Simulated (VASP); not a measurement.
A run of VASP 6.6.1 is set up as follows.

The input INCAR:

```
PREC = Accurate ; ENCUT = 520
EDIFF = 1E-6 ; ISMEAR = 0
SIGMA = 0.05 ; LREAL = False
LASPH = True ; NELM = 100
ALGO = Normal ; ISIF = 2
LWAVE = False ; LCHARG = False
LDIPOL = True ; IDIPOL = 3
DIPOL = 0.5 0.5 0.499 ; GGA = PS
NBANDS = 42
```

File KPOINTS:

```
regular mesh
0
Gamma
  6 6 1
```

File POSCAR:

```
CaSe
1.0
    4.1804152900      0.0000000000      0.0000000000
    0.0000000000      4.1804152900      0.0000000000
    0.0000000000      0.0000000000     28.8679999561
Ca Se
4 4
Direct
    0.5000000000      0.5000000000      0.3464043237
    0.0000000000      0.0000000000      0.4488014381
    0.5000000000      0.5000000000      0.5510463095
    0.0000000000      0.0000000000      0.6488332088
    0.0000000000      0.0000000000      0.3464043237
    0.5000000000      0.5000000000      0.4488014381
    0.0000000000      0.0000000000      0.5497983264
    0.5000000000      0.5000000000      0.6534577402
```

Potentials or basis: VASP PAW PBE potentials, release 64 (Ca_sv, Se).

Command:

```bash
$ cat potpaw_PBE.64/Ca_sv/POTCAR potpaw_PBE.64/Se/POTCAR > POTCAR
$ mpirun -np 1 vasp_std > vasp.out
```

**Question.** What does it give for the band gap on the k mesh?

**Answer.** 2.08 eV, direct.

**Question.** Predict the largest force.

**Answer.** 0.450 eV/Å.

Forces in eV/Å, atoms in the order of the input:
```
Ca   0.000  0.000  0.450
Ca   0.000  0.000 -0.126
Ca   0.000  0.000  0.006
Ca   0.000  0.000  0.007
Se   0.000  0.000 -0.248
Se   0.000  0.000 -0.090
Se   0.000  0.000  0.002
Se   0.000  0.000  0.000
```

Caveat: the PAW data sets were made with another functional, which shifts forces and pressure a little.
